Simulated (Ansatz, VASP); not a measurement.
# Pt: VASP beside Ansatz

INCAR

```
SYSTEM = Pt
ALGO = Normal ; EDIFF = 1E-6
ENCUT = 500 ; GGA = PE
GGA_COMPAT = .FALSE. ; ISIF = 2
ISMEAR = 0 ; LASPH = .TRUE.
LCHARG = .FALSE. ; LREAL = .FALSE.
LWAVE = .FALSE. ; NBANDS = 17
NELM = 120 ; PREC = Accurate
SIGMA = 0.15
```

KPOINTS

```
k-points
0
G
  24 24 24
  0 0 0
```

File POSCAR:

```
Pt
1.0
    0.0000000000     -1.9850550544     -1.9850550544
   -1.9850550544      0.0000000000     -1.9850550544
    1.9850550544      1.9850550544     -3.9701101089
Pt
2
Direct
    0.4876603435      0.4876603435      0.5000000000
    0.0123396565      0.0123396565      0.0000000000
```

Input for Ansatz:

```yaml
crystal:
  lattice:
    - [0.0, -1.9850550544, -1.9850550544]
    - [-1.9850550544, 0.0, -1.9850550544]
    - [1.9850550544, 1.9850550544, -3.9701101089]
  atoms:
    - { symbol: Pt, position: [0.4876603435, 0.4876603435, 0.5] }
    - { symbol: Pt, position: [0.0123396565, 0.0123396565, 0.0] }
basis:
  ecutwfc: 420
kpoints:
  mp_grid: { grid: [24, 24, 24] }
hamiltonian:
  xc: pbe
scf:
  occupations: { method: gaussian, width: 0.15 }
output:
  forces: true
  stress: true
  eigenvalues: true
```

Change from the starting cell: mode 4 (89.5 1/cm) frozen in, largest displacement -0.060 Å.

Alike in both runs: task single point; functional PBE; k mesh 24 × 24 × 24; occupations gaussian, width 0.15 eV; no spin polarisation.

|  | VASP | Ansatz |
| --- | --- | --- |
| version | VASP 6.6.1 | Ansatz 0.2.0 |
| potentials or method | VASP PAW PBE potentials, release 64 (Pt), cutoff 500 eV | scalar-relativistic, plane waves, PAW |
| valence electrons in the cell | 20 | 36 |

```tsv
	VASP	Ansatz	Ansatz less VASP
gap on the k mesh at the Fermi level (eV)	none	none	-
pressure (GPa)	0.0	0.5	+0.48
traceless stress, the component that is largest in VASP (GPa)	0.60	0.61	+0.009
rms of the force components (eV/Å)	0.186	0.188	+0.0017
```

Atom by atom the forces differ by 0.002 eV/Å (rms over components). A gap of «none» marks a metal or a gap that the smearing closes. VASP's potentials hold 20 valence electrons a cell and Ansatz's 36, so a difference there can come from the potentials and not from the codes.

Spin-orbit coupling is off throughout.
